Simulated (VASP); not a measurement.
A run of VASP 6.6.1 is set up as follows.

The input INCAR:

```
PREC = Accurate ; ENCUT = 520
EDIFF = 1E-7 ; ISMEAR = 0
SIGMA = 0.05 ; LREAL = False
LASPH = True ; NELM = 100
ALGO = Normal ; ISIF = 2
LWAVE = False ; LCHARG = True
GGA = PE ; LELF = True
LVHAR = True ; NBANDS = 65
NELECT = 102.0
```

Contents of KPOINTS:

```
regular mesh
0
Gamma
  4 4 4
```

POSCAR

```
Hf5O9
1.0
   -5.0981362878      0.0000000000      0.0000000000
   -2.5490681439      5.0981362878     -2.5490681439
   -2.5490681439     -2.5490681439     -5.0981362878
Hf O
5 9
Direct
    0.8000000000      0.8000000000      0.6000000000
    0.6000000000      0.6000000000      0.2000000000
    0.4000000000      0.4000000000      0.8000000000
    0.2000000000      0.2000000000      0.4000000000
    1.0000000000      0.0000000000      1.0000000000
    0.0500000000      0.3000000000      0.1000000000
    0.8500000000      0.1000000000      0.7000000000
    0.6500000000      0.9000000000      0.3000000000
    0.4500000000      0.7000000000      0.9000000000
    0.9500000000      0.7000000000      0.9000000000
    0.7500000000      0.5000000000      0.5000000000
    0.5500000000      0.3000000000      0.1000000000
    0.4314050556      0.1666800000      0.6666600000
    0.1500000000      0.9000000000      0.3000000000
```

Potentials or basis: VASP PAW PBE potentials, release 64 (Hf_pv, O).

Command:

```sh
$ cat potpaw_PBE.64/Hf_pv/POTCAR potpaw_PBE.64/O/POTCAR > POTCAR
$ mpirun -np 1 vasp_std > vasp.out
```

**Question.** Estimate the largest force.

**Answer.** 12.547 eV/Å.

Forces on the atoms (eV/Å):
```
Hf   1.464  2.281 -2.201
Hf  -2.209  2.241  2.841
Hf  -5.781  2.429 -9.142
Hf   2.218 -1.625  2.712
Hf   0.815 -0.616 -0.957
O    0.074 -0.636  0.088
O   -4.378 -1.018  0.002
O    0.025 -0.116 -0.197
O   -0.735  2.265 -0.485
O    0.567 -0.122  1.576
O   -0.572  0.399  0.127
O    0.145  0.218 -2.049
O    8.764 -3.726  8.170
O   -0.397 -1.975 -0.485
```

Caveat: the cell carries a net charge on a neutralising background, which shifts energy and pressure; the cell differs from its parent crystal (atoms taken out, atom 13 moved 0.167 of the way to it and -0.500 Å across, host rigid).
